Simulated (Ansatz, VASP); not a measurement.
**NbAs: VASP beside Ansatz**

```xyz
4
Lattice="3.4000 0.0000 0.0000 -1.7000 2.9445 0.0000 0.0000 0.0000 8.3619" Properties=species:S:1:pos:R:3 pbc="T T T"
Nb    0.0000    1.9630    0.3063
Nb    1.7000    0.9815    4.4872
As    0.0000    1.9630    2.8378
As    1.7000    0.9815    7.0188
```

Alike in both runs: task electric field gradients; functional PBE; k mesh 9 × 9 × 5; occupations fermi-dirac, width 0.08 eV; no spin polarisation.

|  | VASP | Ansatz |
| --- | --- | --- |
| version | VASP 6.6.1 | Ansatz 0.2.0 |
| potentials or method | VASP PAW PBE potentials, release 64 (Nb_sv, As), cutoff 520 eV | all-electron PAW with datasets made for the crystal, scalar-relativistic |

VASP gave:

| Quantity | Value |
| --- | --- |
| pressure (GPa) | 0.0 |
| traceless stress, the component that is largest in VASP (GPa) | 0.09 |
| rms of the force components (eV/Å) | 0.004 |
| size of Vzz on the site where it differs most (V/Å²) | 109.1 |

**Question.** What did Ansatz give for the same quantities?

**Answer.** Pressure (GPa): 0.0; traceless stress, the component that is largest in VASP (GPa): 0.02; rms of the force components (eV/Å): 0.000; size of Vzz on the site where it differs most (V/Å²): 111.6.

Atom by atom the forces differ by 0.005 eV/Å (rms over components). Ansatz ran all-electron here, and VASP with PAW potentials.
